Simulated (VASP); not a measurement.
The system is Si.

```
CELL_PARAMETERS angstrom
0.00000 2.73535 2.73535
2.73535 0.00000 2.73535
2.73535 2.73535 0.00000
ATOMIC_POSITIONS crystal
Si 0.25000 0.25000 0.25000
Si 0.00000 0.00000 0.00000
```

Base run:

| Item | Value |
| --- | --- |
| Program | VASP 6.6.1 |
| Functional | LDA |
| Potentials or basis | VASP PAW LDA potentials, release 64 (Si) |
| Cutoff | 500 eV |
| k mesh | 8 × 8 × 8 |
| Occupations | gaussian, width 0.02 eV |
| Spin | no spin polarisation |

Its results: band gap on the k mesh 0.55 eV, indirect (least direct gap 2.51 eV); pressure -3.3 GPa.

Task: The run is repeated on the same cell with these changes: functional from LDA to r2SCAN; potentials or basis from VASP PAW LDA potentials, release 64 (Si) to VASP PAW PBE potentials, release 64 (Si); cutoff from 500 eV to 550 eV. What comes out?

Result: Band gap on the k mesh 0.85 eV, indirect (least direct gap 2.75 eV); pressure -1.6 GPa.

Caveats: the PAW data sets were made with another functional, which shifts forces and pressure a little (some runs).

A k mesh can miss the band edges.
